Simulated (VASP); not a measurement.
# MgO (Fm-3m) in VASP: further runs

MgO is run at these levels: PBEsol; tasks: single point.

Program: VASP 6.6.1. These are calculated values, not measurements. Logs are shortened: lines on timing, memory, paths and dates and some standing lists are left out, and cuts for length are marked.

**1. The cell of the first run**

Symmetry: Fm-3m, No. 225, cubic system. The conventional cell has a = 3.647 Å, b = 3.647 Å, c = 3.647 Å, α = 90.00°, β = 90.00°, γ = 90.00°. Within 2.4 Å of Mg (site symmetry m-3m) lie 6 O at 1.82 Å. O (site symmetry m-3m) has 6 Mg at 1.82 Å within 2.4 Å.

**2. Single point, PBEsol (6.06 Å³/atom)**

INCAR reads:

```
PREC = Accurate ; ENCUT = 600
EDIFF = 1E-6 ; ISMEAR = 0
SIGMA = 0.01 ; LREAL = False
LASPH = True ; NELM = 120
ALGO = Normal ; ISIF = 2
LWAVE = False ; LCHARG = True
GGA = PS ; LELF = True
LVHAR = True ; NBANDS = 11
GGA_COMPAT = False
```

KPOINTS reads:

```
regular mesh
0
Gamma
  10 10 10
```

POSCAR reads:

```
MgO
1.0
    0.0000000000      1.8234333167      1.8234333167
    1.8234333167      0.0000000000      1.8234333167
    1.8234333167      1.8234333167      0.0000000000
Mg O
1 1
Direct
    0.0000000000      0.0000000000      0.0000000000
    0.5000000000      0.5000000000      0.5000000000
```

Potentials or basis: VASP PAW PBE potentials, release 64 (Mg, O).

Run with:

```sh
> cat potpaw_PBE.64/Mg/POTCAR potpaw_PBE.64/O/POTCAR > POTCAR
> mpirun -np 1 vasp_std > vasp.out
```

OUTCAR:

```text
PREC = Accurate
   ENCUT = 600
   EDIFF = 1E-6
   ISMEAR = 0
   LREAL = False
   LASPH = True
   NELM = 120
   ISIF = 2
   GGA = PS

 ion  position               nearest neighbor table
   1  0.000  0.000  0.000-   2 1.82   2 1.82   2 1.82   2 1.82   2 1.82   2 1.82
   2  0.500  0.500  0.500-   1 1.82   1 1.82   1 1.82   1 1.82   1 1.82   1 1.82

  LATTYP: Found a face centered cubic cell.
 ALAT       =     3.6468666334

  Lattice vectors:

 A1 = (   0.0000000000,   1.8234333167,   1.8234333167)
 A2 = (   1.8234333167,   0.0000000000,   1.8234333167)
 A3 = (   1.8234333167,   1.8234333167,   0.0000000000)

Analysis of symmetry for initial positions (statically):
=====================================================================
 Subroutine PRICEL returns:
 Original cell was already a primitive cell.

 Routine SETGRP: Setting up the symmetry group for a
 face centered cubic supercell.

 Subroutine GETGRP returns: Found 48 space group operations
 (whereof 48 operations were pure point group operations)
 out of a pool of 48 trial point group operations.

The static configuration has the point symmetry O_h .

Analysis of symmetry for dynamics (positions and initial velocities):
=====================================================================
 Subroutine PRICEL returns:
 Original cell was already a primitive cell.

 Routine SETGRP: Setting up the symmetry group for a
 face centered cubic supercell.

 Subroutine GETGRP returns: Found 48 space group operations
 (whereof 48 operations were pure point group operations)
 out of a pool of 48 trial point group operations.

The dynamic configuration has the point symmetry O_h .

 Subroutine INISYM returns: Found 48 space group operations
 (whereof 48 operations are pure point group operations),
 and found     1 'primitive' translations

----------------------------------------------------------------------------------------

                                     Primitive cell

  volume of cell :      12.1255

  direct lattice vectors                    reciprocal lattice vectors
     0.000000000  1.823433317  1.823433317    -0.274207998  0.274207998  0.274207998
     1.823433317  0.000000000  1.823433317     0.274207998 -0.274207998  0.274207998
     1.823433317  1.823433317  0.000000000     0.274207998  0.274207998 -0.274207998

  length of vectors
     2.578724127  2.578724127  2.578724127     0.474942185  0.474942185  0.474942185

  position of ions in fractional coordinates (direct lattice)
     0.000000000  0.000000000  0.000000000
     0.500000000  0.500000000  0.500000000

  ion indices of the primitive-cell ions
   primitive index   ion index
                 1           1
                 2           2

----------------------------------------------------------------------------------------

 KPOINTS: regular mesh

Automatic generation of k-mesh.
 Grid dimensions read from file:
 generate k-points for:   10   10   10

 Generating k-lattice:

  Cartesian coordinates                     Fractional coordinates (reciprocal lattice)
    -0.027420800  0.027420800  0.027420800     0.100000000  0.000000000  0.000000000
     0.027420800 -0.027420800  0.027420800     0.000000000  0.100000000  0.000000000
     0.027420800  0.027420800 -0.027420800     0.000000000  0.000000000  0.100000000

  Length of vectors
     0.047494219  0.047494219  0.047494219

  Shift w.r.t. Gamma in fractional coordinates (k-lattice)
     0.000000000  0.000000000  0.000000000

 Subroutine IBZKPT returns following result:
 ===========================================

 Found     47 irreducible k-points:

 Following reciprocal coordinates:
            Coordinates               Weight
  0.000000  0.000000  0.000000      1.000000
  0.100000  0.000000  0.000000      8.000000
  0.200000  0.000000  0.000000      8.000000
  0.300000  0.000000  0.000000      8.000000
  0.400000  0.000000  0.000000      8.000000
  0.500000  0.000000  0.000000      4.000000
[... 16 lines left out ...]
  0.300000  0.300000  0.000000      6.000000
  0.400000  0.300000  0.000000     24.000000
 [... further k-points ...]
   k-points           NKPTS =     47   k-points in BZ     NKDIM =     47   number of bands    NBANDS=     11
   number of dos      NEDOS =    301   number of ions     NIONS =      2
   total plane-waves  NPLWV =  13824
   dimension x,y,z NGX =    24 NGY =   24 NGZ =   24
   dimension x,y,z NGXF=    48 NGYF=   48 NGZF=   48
   ions per type =               1   1
   NGX,Y,Z   is equivalent  to a cutoff of  15.47, 15.47, 15.47 a.u.
   NGXF,Y,Z  is equivalent  to a cutoff of  30.94, 30.94, 30.94 a.u.
 SYSTEM =  unknown system
   PREC   = accura    normal or accurate (medium, high low for compatibility)
   ISTART =      0    job   : 0-new  1-cont  2-samecut
   ICHARG =      2    charge: 1-file 2-atom 10-const
   ISPIN  =      1    spin polarized calculation?
   LNONCOLLINEAR =      F non collinear calculations
   LSORBIT =      F    spin-orbit coupling
   LASPH  =      T    aspherical Exc in radial PAW
   ENCUT  =  600.0 eV  44.10 Ry    6.64 a.u.   5.15  5.15  5.15*2*pi/ulx,y,z
   NELM   =    120;   NELMIN=  2; NELMDL= -5     # of ELM steps
   EDIFF  = 0.1E-05   stopping-criterion for ELM
   LREAL  =      F    real-space projection
[... 7 lines left out ...]
   TEBEG  =    0.0;   TEEND  =   0.0 temperature during run
   PSTRESS=    0.0 pullay stress
   NELECT =       8.0000    total number of electrons
   NUPDOWN=      -1.0000    fix difference up-down
   EMIN   =  10.00;   EMAX   =-10.00  energy-range for DOS
   EFERMI =   0.00;   METHOD = LEGACY
   ISMEAR =     0;   SIGMA  =   0.01  broadening in eV -4-tet -1-fermi 0-gaus
   EFERMI_NEDOS =   21; number of points for ismear=-14 and -15
   IALGO  =     38    algorithm
   IMIX   =      4    mixing-type and parameters
     AMIX     =   0.40;   BMIX     =  1.00
     AMIX_MAG =   1.60;   BMIX_MAG =  1.00
  volume/ion in A,a.u.               =       6.06        40.91
  Fermi-wavevector in a.u.,A,eV,Ry     =   1.425186  2.693211 27.635551  2.031156
  Thomas-Fermi vector in A             =   2.545597
   LORBIT       =      0    0 simple, 1 ext, 2 COOP (PROOUT), +10 PAW based schemes
   GGA     = PS    functional components
   LHFCALC =     F    Hartree Fock is set to
   AEXX    =    0.0000 exact exchange contribution
   IVDW    =     0    specifies the selected vdW correction
   LEPSILON=     F    determine dielectric tensor
   LRPA    =     F    only Hartree local field effects (RPA)
 non-spin polarized calculation
 Gauss-broadening in eV      SIGMA  =   0.01
  energy-cutoff  :      600.00
  volume of cell :       12.13
 maximum number of plane-waves:       414
 NGX is ok and might be reduce to    24
   NGX = 11   NGY = 11   NGZ = 11

 number of electron       8.0000000 magnetization

 Free energy of the ion-electron system (eV)
  ---------------------------------------------------
  ext. energy  EPLUGINS =         0.00000000
  ---------------------------------------------------
  free energy    TOTEN  =       -10.11285628 eV

  energy without entropy =      -10.11285628  energy(sigma->0) =      -10.11285628

 E-fermi :   7.3796     XC(G=0): -13.5817

 val. band max:        7.2080014203   @ k =   0.0000   0.0000   0.0000
 cond. band min:      16.1404423007   @ k =   0.5000   0.5000   0.0000
 fundamental gap:      8.9324408804
 Fermi energy:         7.3795644574

 k-point     1 :       0.0000    0.0000    0.0000
  band No.  band energies     occupation
      1     -12.8532      2.00000
      2       7.2080      2.00000
      3       7.2080      2.00000
      4       7.2080      2.00000
      5      17.3132      0.00000
      6      25.1024      0.00000
      7      25.1024      0.00000
      8      25.1024      0.00000
      9      30.2601      0.00000
     10      32.7652      0.00000
     11      32.7652      0.00000

 k-point     2 :       0.1000    0.0000    0.0000
  band No.  band energies     occupation
      1     -12.6460      2.00000
      2       6.4208      2.00000
      3       7.0604      2.00000
      4       7.0604      2.00000
      5      17.8745      0.00000
      6      23.6973      0.00000
      7      25.5243      0.00000
      8      25.5243      0.00000
      9      32.5492      0.00000
     10      32.5492      0.00000
     11      32.7230      0.00000

 k-point     3 :       0.2000    0.0000    0.0000
  band No.  band energies     occupation
      1     -12.0616      2.00000
      2       4.5840      2.00000
      3       6.6927      2.00000
      4       6.6927      2.00000
      5      18.7093      0.00000
      6      22.5351      0.00000
      7      26.5887      0.00000
      8      26.5887      0.00000
      9      32.3186      0.00000
     10      32.3186      0.00000
     11      36.4707      0.00000

 k-point     4 :       0.3000    0.0000    0.0000
  band No.  band energies     occupation
      1     -11.2267      2.00000
      2       2.5114      2.00000
      3       6.2697      2.00000
      4       6.2697      2.00000
      5      18.5672      0.00000
      6      23.2386      0.00000
      7      27.6629      0.00000
      8      27.6629      0.00000
      9      32.8570      0.00000
     10      32.8570      0.00000
     11      36.9471      0.00000

 k-point     5 :       0.4000    0.0000    0.0000
  band No.  band energies     occupation
      1     -10.4106      2.00000
      2       0.8471      2.00000
      3       5.9489      2.00000
      4       5.9489      2.00000
      5      18.1561      0.00000
      6      24.4622      0.00000
      7      28.1581      0.00000
      8      28.1581      0.00000
      9      34.4010      0.00000
     10      34.4010      0.00000
     11      36.1747      0.00000
[... 211 lines left out ...]
 k-point    21 :      -0.3000    0.2000    0.0000
  band No.  band energies     occupation
      1     -10.2951      2.00000
      2       1.7615      2.00000
      3       4.2452      2.00000
      4       5.8640      2.00000
      5      20.2903      0.00000
      6      22.4088      0.00000
      7      27.1240      0.00000
      8      29.8540      0.00000
      9      31.8078      0.00000
     10      34.2088      0.00000
     11      40.7895      0.00000

 k-point    22 :      -0.2000    0.2000    0.0000
  band No.  band energies     occupation
      1     -10.9968      2.00000
      2       2.8237      2.00000
      3       4.9741      2.00000
      4       6.2073      2.00000
      5      20.5758      0.00000
      6      21.2298      0.00000
      7      27.5867      0.00000
      8      28.6953      0.00000
      9      30.8107      0.00000
     10      33.9321      0.00000
     11      40.5481      0.00000

 k-point    23 :       0.3000    0.3000    0.0000
  band No.  band energies     occupation
      1     -10.8734      2.00000
      2       2.6406      2.00000
      3       5.7267      2.00000
      4       5.7267      2.00000
      5      17.8977      0.00000
      6      21.5499      0.00000
      7      27.0169      0.00000
      8      30.6724      0.00000
      9      30.6724      0.00000
     10      36.3499      0.00000
     11      44.3352      0.00000

 k-point    24 :       0.4000    0.3000    0.0000
  band No.  band energies     occupation
      1     -10.3453      2.00000
      2       1.9140      2.00000
      3       5.1214      2.00000
      4       5.4886      2.00000
      5      17.6679      0.00000
      6      22.3954      0.00000
      7      26.0254      0.00000
      8      31.5436      0.00000
      9      31.8870      0.00000
     10      37.6667      0.00000
     11      44.2077      0.00000

 [... further k-points ...]

------------------------ aborting loop because EDIFF is reached ----------------------------------------

  FORCE on cell =-STRESS in cart. coord.  units (eV):
  Direction    XX          YY          ZZ          XY          YZ          ZX
  --------------------------------------------------------------------------------------
  -------------------------------------------------------------------------------------
  Total       12.9240193     12.9240193     12.9240193     -0.0000000      0.0000000      0.0000000
  in kB     1707.6880017   1707.6880017   1707.6880017     -0.0000000      0.0000000      0.0000000
  external PRESSURE =    1707.6880017 kB  Pullay stress =       0.0000000 kB

 VOLUME and BASIS-vectors are now :
 -----------------------------------------------------------------------------
  energy-cutoff  :      600.00
  volume of cell :       12.13
      direct lattice vectors                 reciprocal lattice vectors
     0.000000000  1.823433317  1.823433317    -0.274207998  0.274207998  0.274207998
     1.823433317  0.000000000  1.823433317     0.274207998 -0.274207998  0.274207998
     1.823433317  1.823433317  0.000000000     0.274207998  0.274207998 -0.274207998

 POSITION                                       TOTAL-FORCE (eV/Angst)
 -----------------------------------------------------------------------------------
      0.00000      0.00000      0.00000         0.000000      0.000000     -0.000000
      1.82343      1.82343      1.82343         0.000000     -0.000000      0.000000
 -----------------------------------------------------------------------------------
    total drift:                               -0.000000     -0.000000      0.000000

  FREE ENERGIE OF THE ION-ELECTRON SYSTEM (eV)
  ---------------------------------------------------
  free  energy   TOTEN  =       -10.1128562784 eV

  energy  without entropy=      -10.1128562784  energy(sigma->0) =      -10.11285628
```

Run time: 4.6 s. Hardware: 1 thread of Intel Xeon Platinum 8559C (Emerald Rapids), shared host; peak memory 0.14 GiB.

What came out:

```
Free energy            : -10.1129 eV
Pressure               : 170.8 GPa
Band gap on the k mesh : 8.93 eV (least direct gap 10.11 eV)
```

Caveat: the cell stands under pressure; the PAW data sets were made with another functional, which shifts forces and pressure a little.

**3. Single point, PBEsol (5.60 Å³/atom)**

This run uses another cell than the first one, of 5.60 Å³/atom.

INCAR reads:

```
PREC = Accurate
ENCUT = 600
EDIFF = 1E-6
ISMEAR = 0
SIGMA = 0.01
LREAL = False
LASPH = True
NELM = 120
ALGO = Normal
ISIF = 2
LWAVE = False
LCHARG = False
GGA = PS
NBANDS = 11
GGA_COMPAT = False
```

KPOINTS reads:

```
Automatic mesh
0
Gamma
  10 10 10
```

POSCAR reads:

```
MgO
1.0
    0.0000000000      1.7754257605      1.7754257605
    1.7754257605      0.0000000000      1.7754257605
    1.7754257605      1.7754257605      0.0000000000
Mg O
1 1
Direct
    0.0000000000      0.0000000000      0.0000000000
    0.5000000000      0.5000000000      0.5000000000
```

Potentials or basis: VASP PAW PBE potentials, release 64 (Mg, O).

Run with:

```sh
> cat potpaw_PBE.64/Mg/POTCAR potpaw_PBE.64/O/POTCAR > POTCAR
> mpirun -np 1 vasp_std > vasp.out
```

Wall time 4.3 s (1 thread of Intel Xeon Platinum 8559C (Emerald Rapids), shared host); peak memory 0.12 GiB.

The run converged. Its results:

| Quantity | Value |
| --- | --- |
| Free energy | -8.9233 eV |
| Pressure | 240.2 GPa |
| Band gap on the k mesh | 8.81 eV (least direct gap 11.01 eV) |

Levels at points of the mesh, in eV from the valence-band top:
```csv
k point,band 1,band 2,band 3,band 4,band 5,band 6,band 7,band 8,band 9
"(0.00, 0.00, 0.00)",-20.72,0.00,0.00,0.00,11.44,18.27,18.27,18.27,23.71
"(0.50, 0.00, 0.00)",-17.54,-7.55,-1.57,-1.57,11.43,18.84,22.06,22.06,29.44
"(0.50, 0.50, 0.00)",-17.25,-6.62,-2.20,-2.20,8.81,16.79,19.46,28.20,28.20
```

Caveat: the cell stands under pressure; the PAW data sets were made with another functional, which shifts forces and pressure a little. A k mesh can miss the band edges.

**4. Single point, PBEsol (6.72 Å³/atom)**

This run uses another cell than the first one, of 6.72 Å³/atom.

INCAR reads:

```
SYSTEM = MgO
  ALGO = Normal
  EDIFF = 1E-6
  ENCUT = 600
  GGA = PS
  GGA_COMPAT = .False.
  ISIF = 2
  ISMEAR = 0
  LASPH = .True.
  LCHARG = .False.
  LREAL = .False.
  LWAVE = .False.
  NBANDS = 11
  NELM = 120
  PREC = Accurate
  SIGMA = 0.01
```

KPOINTS reads:

```
k-points
0
Gamma
  10 10 10
  0 0 0
```

POSCAR reads:

```
MgO
1.0
    0.0000000000      1.8866713983      1.8866713983
    1.8866713983      0.0000000000      1.8866713983
    1.8866713983      1.8866713983      0.0000000000
Mg O
1 1
Direct
    0.0000000000      0.0000000000      0.0000000000
    0.5000000000      0.5000000000      0.5000000000
```

Run with:

```sh
> cat potpaw_PBE.64/Mg/POTCAR potpaw_PBE.64/O/POTCAR > POTCAR
> mpirun -np 1 vasp_std > vasp.out
```

Run time: 4.6 s. Hardware: 1 thread of Intel Xeon Platinum 8559C (Emerald Rapids), shared host; peak memory 0.14 GiB.

The run converged. Its results:

| Quantity | Value |
| --- | --- |
| Free energy | -11.2216 eV |
| Pressure | 104.8 GPa |
| Band gap on the k mesh | 8.56 eV |

Levels at points of the mesh, in eV from the valence-band top:
| k point | band 1 | band 2 | band 3 | band 4 | band 5 | band 6 | band 7 | band 8 | band 9 |
| --- | --- | --- | --- | --- | --- | --- | --- | --- | --- |
| (0.00, 0.00, 0.00) | -19.28 | 0.00 | 0.00 | 0.00 | 8.56 | 17.39 | 17.39 | 17.39 | 22.21 |
| (0.50, 0.00, 0.00) | -16.90 | -6.39 | -1.16 | -1.16 | 10.01 | 16.47 | 19.81 | 19.81 | 26.48 |
| (0.50, 0.50, 0.00) | -16.56 | -5.67 | -1.88 | -1.88 | 9.03 | 13.97 | 16.89 | 24.48 | 24.48 |

Caveat: the cell stands under pressure; the PAW data sets were made with another functional, which shifts forces and pressure a little. A k mesh can miss the band edges.

**5. Overview**

```csv
cell,gap on the mesh (eV),pressure (GPa)
"a = 2.579 Å, angles 60.0°, 2 atoms",8.93,170.8
"a = 2.511 Å, angles 60.0°, 2 atoms",8.81,240.2
"a = 2.668 Å, angles 60.0°, 2 atoms",8.56,104.8
```

Alike in all rows: task single point; level PBEsol; potentials or basis VASP PAW PBE potentials, release 64 (Mg, O); no spin polarisation; k mesh 10 × 10 × 10; cutoff (eV) 600; smearing gaussian 0.01 eV.

Caveats: the cell stands under pressure; the PAW data sets were made with another functional, which shifts forces and pressure a little.

Total energies depend on the potentials used, so only differences within one code and one set of settings carry meaning.
